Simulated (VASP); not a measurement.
NaI, 2 atoms in the cell. The structure is tetragonal, space group I4/mmm (No. 139). The conventional cell has a = 4.714 Å, b = 4.714 Å, c = 6.473 Å, α = 90.00°, β = 90.00°, γ = 90.00°. Within 4.3 Å of Na (site symmetry 4/mmm) lie 6 I at 3.24 to 3.33 Å. Within 4.3 Å of I (site symmetry 4/mmm) lie 6 Na at 3.24 to 3.33 Å.  This cell differs from its parent crystal: strain +0.030 along x and y, +0.000 along z.

| Property | Result |
| --- | --- |
| Program | VASP 6.6.1 |
| Task | single point |
| Functional | r2SCAN |
| Potentials or basis | VASP PAW PBE potentials, release 64 (Na_pv, I) |
| Cutoff | 520 eV |
| k mesh | 6 × 6 × 6 |
| Occupations | gaussian, width 0.05 eV |
| Spin | no spin polarisation |
| Dipole correction | no |
| Further INCAR settings | ALGO = Normal; EDIFF = 1e-07; NBANDS = 14 |

Potentials or basis: VASP PAW PBE potentials, release 64 (Na_pv, I).

Command:

```sh
$ cat potpaw_PBE.64/Na_pv/POTCAR potpaw_PBE.64/I/POTCAR > POTCAR
$ cp INCAR.step1 INCAR
$ mpirun -np 1 vasp_std > vasp.out
$ cp INCAR.step2 INCAR
$ mpirun -np 1 vasp_std > vasp.out
```

Hardware: 1 thread of AMD EPYC 9R45 96-Core Processor (Zen 5), with other jobs on the host.

Task: How long does it take, and how much memory?

Result: It took 83 s on 1 thread of AMD EPYC 9R45 96-Core Processor (Zen 5) (shared host), peak memory 0.19 GiB. Counts: k points 30.
